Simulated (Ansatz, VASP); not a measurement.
## HfO2: VASP beside Ansatz

File INCAR:

```
PREC = Accurate ; ENCUT = 520
EDIFF = 1E-8 ; ISMEAR = -1
SIGMA = 0.01 ; LREAL = False
LASPH = True ; NELM = 60
ALGO = Normal ; ISIF = 2
LWAVE = False ; LCHARG = False
GGA = PE ; LEFG = True
NBANDS = 18
```

KPOINTS

```
Automatic mesh
0
Gamma
  9 9 9
```

POSCAR

```
HfO2
1.0
   -0.0255750000      2.5447125000      2.5447125000
    2.5447125000     -0.0255750000      2.5447125000
    2.5447125000      2.5447125000     -0.0255750000
Hf O
1 2
Direct
    0.0000000000      0.0000000000      0.0000000000
    0.2500000000      0.2500000000      0.2500000000
    0.7500000000      0.7500000000      0.7500000000
```

Input for Ansatz:

```yaml
crystal:
  lattice:
    - [-0.025575, 2.5447125, 2.5447125]
    - [2.5447125, -0.025575, 2.5447125]
    - [2.5447125, 2.5447125, -0.025575]
  atoms:
    - { symbol: Hf, position: [0.0, 0.0, 0.0] }
    - { symbol: O, position: [0.25, 0.25, 0.25] }
    - { symbol: O, position: [0.75, 0.75, 0.75] }
kpoints:
  mp_grid: { grid: [9, 9, 9] }
scf:
  occupations: { method: fermi_dirac, width: 0.01 }
hamiltonian:
  xc: pbe
  pseudopotentials: { kind: all_electron, datasets: crystal }
output:
  forces: true
  stress: true
  eigenvalues: true
  efg: { contact_densities: true }
```

Change from the starting cell: equal xy, yz and zx shear strains of -1 %, crystal datasets.

Alike in both runs: task electric field gradients; functional PBE; k mesh 9 × 9 × 9; occupations fermi-dirac, width 0.01 eV; no spin polarisation.

|  | VASP | Ansatz |
| --- | --- | --- |
| version | VASP 6.6.1 | Ansatz 0.2.0 |
| potentials or method | VASP PAW PBE potentials, release 64 (Hf_pv, O), cutoff 520 eV | all-electron PAW with datasets made for the crystal, scalar-relativistic |

```csv
,VASP,Ansatz,Ansatz less VASP
gap on the k mesh at the Fermi level (eV),3.84,3.82,-0.015
pressure (GPa),-5.9,-2.4,+3.54
"traceless stress, the component that is largest in VASP (GPa)",0.83,0.87,+0.047
rms of the force components (eV/Å),0.049,0.054,+0.0051
size of Vzz on the site where it differs most (V/Å²),36.2,42.5,+6.28
```

Atom by atom the forces differ by 0.005 eV/Å (rms over components). Ansatz ran all-electron here, and VASP with PAW potentials.

Spin-orbit coupling is off throughout.
